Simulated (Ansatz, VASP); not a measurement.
**One calculation of NaF, two programs**

Contents of INCAR:

```
SYSTEM = NaF
  ALGO = Normal
  EDIFF = 1E-6
  ENCUT = 520
  GGA = PS
  ISIF = 2
  ISMEAR = 0
  LASPH = .True.
  LCHARG = .False.
  LREAL = .False.
  LWAVE = .False.
  NBANDS = 14
  NELM = 60
  PREC = Accurate
  SIGMA = 0.05
```

KPOINTS

```
k-points
0
Gamma
  8 8 8
  0 0 0
```

POSCAR

```
NaF
1.0
    0.0000000000      2.3233000000      2.3929990000
    2.3233000000      0.0000000000      2.3929990000
    2.3233000000      2.3233000000      0.0000000000
Na F
1 1
Direct
    0.0000000000      0.0000000000      0.0000000000
    0.5000000000      0.5000000000      0.5000000000
```

Input for Ansatz:

```yaml
crystal:
  lattice:
    - [0.0, 2.3233, 2.392999]
    - [2.3233, 0.0, 2.392999]
    - [2.3233, 2.3233, 0.0]
  atoms:
    - { symbol: Na, position: [0.0, 0.0, 0.0] }
    - { symbol: F, position: [0.5, 0.5, 0.5] }
basis:
  ecutwfc: 420
kpoints:
  mp_grid: { grid: [8, 8, 8] }
hamiltonian:
  xc: pbesol
scf:
  occupations: { method: gaussian, width: 0.05 }
output:
  forces: true
  stress: true
  eigenvalues: true
```

Change from the starting cell: strain +0.000 along x and y, +0.030 along z, atoms carried along.

Alike in both runs: task single point; functional PBEsol; k mesh 8 × 8 × 8; occupations gaussian, width 0.05 eV; no spin polarisation.

|  | VASP | Ansatz |
| --- | --- | --- |
| version | VASP 6.6.1 | Ansatz 0.2.0 |
| potentials or method | VASP PAW PBE potentials, release 64 (Na_pv, F), cutoff 520 eV | scalar-relativistic, plane waves, PAW |
| valence electrons in the cell | 14 | 16 |

```tsv
	VASP	Ansatz	Ansatz less VASP
gap on the k mesh at the Fermi level (eV)	5.97	5.99	+0.020
least direct gap on the mesh (eV)	5.97	5.99	+0.020
pressure (GPa)	-1.8	-1.7	+0.11
traceless stress, the component that is largest in VASP (GPa)	-1.21	-1.15	+0.053
```

VASP's potentials were made for PBE, not for PBEsol. VASP's potentials hold 14 valence electrons a cell and Ansatz's 16, so a difference there can come from the potentials and not from the codes.
